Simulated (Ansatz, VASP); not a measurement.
# One calculation of Ge, two programs

```
CELL_PARAMETERS angstrom
1.91677 1.10665 1.56573
-1.91677 1.10665 1.56573
0.00000 -2.21330 1.56573
ATOMIC_POSITIONS crystal
Ge 0.50000 0.50000 0.50000
```

Alike in both runs: functional PBE; k mesh 24 × 24 × 24; occupations gaussian, width 0.1 eV; no spin polarisation.

Ansatz relaxed the structure, and its values are those at the end. VASP's run is a single point on that final structure, the one shown.

|  | VASP | Ansatz |
| --- | --- | --- |
| version | VASP 6.6.1 | Ansatz 0.2.0 |
| potentials or method | VASP PAW PBE potentials, release 64 (Ge_d), cutoff 520 eV | scalar-relativistic, plane waves, PAW |
| valence electrons in the cell | 14 | 14 |

|  | VASP | Ansatz | Ansatz less VASP |
| --- | --- | --- | --- |
| gap on the k mesh at the Fermi level (eV) | none | none | - |
| pressure (GPa) | -0.1 | 0.0 | +0.04 |

A gap of «none» marks a metal or a gap that the smearing closes.
